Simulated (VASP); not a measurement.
Runs of VASP 6.6.1 on Fe. The structure is that of space group Im-3m (No. 229), or close to it. The cells are those of the table. 

```tsv
task	level	potentials or basis	U	fixed moment (μB)	cell	k mesh	cutoff (eV)	smearing	dipole correction	grid for exact exchange (PRECFOCK)	share of exact exchange	screening parameter	gap on the mesh (eV)	pressure (GPa)	moment (μB)
relaxation of the atoms	PBE+U	VASP PAW PBE potentials, release 64 (Fe)	Fe d U = 6.2 eV	-	atoms relaxed from a = 2.490, b = 2.492, c = 2.507 Å, angles 109.7, 110.1, 108.2°, 1 atom	13 × 13 × 13	520	methfessel-paxton 0.2 eV	no	-	-	-	none	16.1	2.97
single point	PBE	VASP PAW PBE potentials, release 64 (Fe_sv)	-	1.5	a = 2.499 Å, angles 109.5°, 1 atom	11 × 11 × 11	600	fermi-dirac 0.05 eV	no	-	-	-	-	(a)	1.50
single point	PBE	VASP PAW PBE potentials, release 64 (Fe_sv)	-	-	a = 2.499 Å, angles 109.5°, 1 atom	13 × 13 × 13	690	gaussian 0.015 eV	no	-	-	-	none	-11.0	(b)
single point	PBE	VASP PAW PBE potentials, release 64 (Fe)	-	-	a = 2.499 Å, angles 109.5°, 1 atom	11 × 11 × 11	450	methfessel-paxton 0.1 eV	-	-	-	-	none	-10.0	2.27
single point	HSE06	VASP PAW PBE potentials, release 64 (Fe)	-	-	a = 2.499 Å, angles 109.5°, 1 atom	8 × 8 × 8	520	fermi-dirac 0.05 eV	no	Normal	0.25	0.2079 1/Å	none	3.1	(c)
```

Alike in all rows: spin collinear, ferromagnetic start.

Estimate the missing entries.

(a) -22.7; (b) 2.25; (c) 2.78.

Caveats: some runs use coarse meshes; the cell stands under tension (at least some runs); the U is typed as a test and isn't derived for this compound (at least some runs); the total moment is fixed, so each spin has its own Fermi level and the state may be an excited one (at least some runs); the PAW data sets were made with another functional, which shifts forces and pressure a little (at least some runs).

A gap of «none» marks levels without a gap at the run's occupations.

The runs don't all hold the same shells in valence.
